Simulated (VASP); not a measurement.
Crystal: HfO2.

```
Hf O
1.0
     5.55640    0.00000    0.00000
     0.00000    3.33360    0.00000
     0.00000    0.00000    6.50500
Hf O
4 8
Direct
  0.74868 0.75000 0.60787
  0.25132 0.25000 0.39213
  0.24868 0.75000 0.89213
  0.75132 0.25000 0.10787
  0.63950 0.25000 0.42340
  0.36050 0.75000 0.57660
  0.13950 0.25000 0.07660
  0.86050 0.75000 0.92340
  0.52079 0.25000 0.84145
  0.47921 0.75000 0.15855
  0.02079 0.25000 0.65855
  0.97921 0.75000 0.34145
```

* Program: VASP 6.6.1
* Task: relaxation of cell and atoms
* Functional: LDA
* Potentials or basis: VASP PAW LDA potentials, release 64 (Hf_pv, O)
* Cutoff: 600 eV
* k mesh: 5 × 8 × 4
* Occupations: fermi-dirac, width 0.05 eV
* Spin: no spin polarisation

At the start: pressure -16.2 GPa; volume 10.04 Å³/atom.

Q: Where does the relaxation end?

A: Over 18 steps the energy falls by 33.0 meV/atom and the volume is 9.41 Å³/atom (-6.3 %); space group Pnma (No. 62, to 0.1 Å) before and after.

Step by step:
| step | energy change (eV) | largest force (eV/Å) | pressure (GPa) | volume (Å³) |
| --- | --- | --- | --- | --- |
| 1 | 0.0000 | 0.1770 | -16.21 | 120.49 |
| 2 | 0.7298 | 1.1251 | 36.62 | 103.63 |
| 3 | -0.3572 | 0.2915 | -0.62 | 113.99 |
| 4 | -0.3575 | 0.3020 | -0.22 | 113.83 |
| 5 | -0.3574 | 0.3105 | 0.16 | 113.70 |
| 6 | -0.3749 | 0.1289 | 0.34 | 113.35 |
| 7 | -0.3775 | 0.2198 | 0.48 | 113.14 |
| 8 | -0.3875 | 0.1099 | -0.72 | 113.41 |
| 9 | -0.3888 | 0.0965 | -1.30 | 113.55 |
| 10 | -0.3932 | 0.0759 | 0.43 | 112.86 |
| 11 | -0.3932 | 0.0711 | 0.25 | 112.93 |
| 12 | -0.3949 | 0.0422 | 0.16 | 112.93 |
| 13 | -0.3951 | 0.0529 | 0.11 | 112.92 |
| 14 | -0.3956 | 0.0168 | -0.13 | 113.00 |
| 15 | -0.3956 | 0.0151 | -0.19 | 113.02 |
| 16 | -0.3956 | 0.0147 | 0.15 | 112.91 |
| 17 | -0.3956 | 0.0104 | 0.03 | 112.95 |
| 18 | -0.3957 | 0.0050 | 0.02 | 112.95 |

Final structure:
```
Hf O
1.0
     5.46677    0.00000    0.00000
     0.00000    3.24186    0.00000
     0.00000    0.00000    6.37345
Hf O
4 8
Direct
  0.74534 0.75000 0.61364
  0.25466 0.25000 0.38636
  0.24534 0.75000 0.88636
  0.75466 0.25000 0.11364
  0.64082 0.25000 0.42683
  0.35918 0.75000 0.57317
  0.14082 0.25000 0.07317
  0.85918 0.75000 0.92683
  0.52513 0.25000 0.83831
  0.47487 0.75000 0.16169
  0.02513 0.25000 0.66169
  0.97487 0.75000 0.33831
```
